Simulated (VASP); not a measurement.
Runs of VASP 6.6.1 on Y. The structure is that of space group P6/mmm (No. 191), or close to it. The cells are those of the table. This isn't the form of Y at room conditions, which is hcp.

```csv
cell,k mesh,gap on the mesh (eV),pressure (GPa)
"a = 5.544, b = 5.544, c = 3.465 Å, angles 90.0, 90.0, 120.0°, 3 atoms",7 × 7 × 10,none,3.6
"a = 5.700, b = 5.700, c = 3.563 Å, angles 90.0, 90.0, 120.0°, 3 atoms",7 × 7 × 10,none,0.0
"a = 5.848, b = 5.848, c = 3.655 Å, angles 90.0, 90.0, 120.0°, 3 atoms",7 × 7 × 10,none,-2.6
"a = 5.775, b = 5.775, c = 3.610 Å, angles 90.0, 90.0, 120.0°, 3 atoms",7 × 7 × 10,none,(a)
"a = 5.700, b = 5.700, c = 3.563 Å, angles 90.0, 90.0, 120.0°, 3 atoms",7 × 7 × 9,none,0.0
"a = 5.462, b = 5.462, c = 3.414 Å, angles 90.0, 90.0, 120.0°, 3 atoms",7 × 7 × 10,none,(b)
"a = 5.919, b = 5.919, c = 3.700 Å, angles 90.0, 90.0, 120.0°, 3 atoms",7 × 7 × 10,none,-3.5
"a = 5.623, b = 5.623, c = 3.515 Å, angles 90.0, 90.0, 120.0°, 3 atoms",7 × 7 × 10,none,1.6
```

Alike in all rows: task single point; level BLYP; potentials or basis VASP PAW PBE potentials, release 64 (Y_sv); no spin polarisation; cutoff (eV) 520; smearing fermi-dirac 0.1 eV.

**Question.** Fill in the values left out.

**Answer.** (a) -1.4; (b) 5.9.

Caveats: the PAW data sets were made with another functional, which shifts forces and pressure a little; the cell stands under pressure (at least some runs); the cell stands under tension (at least some runs).

A k mesh can miss the band edges, and the runs leave out spin-orbit coupling on Y.

A gap of «none» marks levels without a gap at the run's occupations.
